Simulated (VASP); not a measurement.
Set up this calculation in VASP 6.6.1, as the native input.

| Property | Result |
| --- | --- |
| Task | single point |
| Functional | PBE |
| Potentials or basis | VASP PAW PBE potentials, release 64 (Ru_pv, Se) |
| Cutoff | 520 eV |
| k mesh | 12 × 12 × 12 |
| Occupations | gaussian, width 0.05 eV |
| Spin | no spin polarisation |
| Dipole correction | no |
| Further INCAR settings | ALGO = Normal; EDIFF = 1e-06; NBANDS = 17 |

The structure of RuSe lies in POSCAR:

```
RuSe
1.0
    0.0000000000      2.6600000000      2.6600000000
    2.6600000000      0.0000000000      2.6600000000
    2.6600000000      2.6600000000      0.0000000000
Ru Se
1 1
Direct
    0.5000000000      0.5000000000      0.5000000000
    0.0000000000      0.0000000000      0.0000000000
```

The input as run:

INCAR

```
SYSTEM = RuSe
PREC = Accurate ; ENCUT = 520
EDIFF = 1E-6 ; ISMEAR = 0
SIGMA = 0.05 ; LREAL = .False.
LASPH = .True. ; NELM = 60
ALGO = Normal ; ISIF = 2
LWAVE = .False. ; LCHARG = .False.
GGA = PE ; NBANDS = 17
```

KPOINTS

```
Automatic mesh
0
Gamma
  12 12 12
  0 0 0
```

Potentials or basis: VASP PAW PBE potentials, release 64 (Ru_pv, Se).

The run is started by

```bash
$ cat potpaw_PBE.64/Ru_pv/POTCAR potpaw_PBE.64/Se/POTCAR > POTCAR
$ mpirun -np 1 vasp_std > vasp.out
```

Results of the run:

```json
{"Pressure": "-11.2 GPa", "Band gap on the k mesh": "zero (bands 10 and 11 overlap by 1.44 eV)"}
```

Caveat: the cell stands under tension.

Run time: 36 s on 1 thread of Intel(R) Xeon(R) Platinum 8259CL CPU @ 2.50GHz (Skylake/Cascade Lake), with other jobs on the host, peak memory 0.19 GiB.
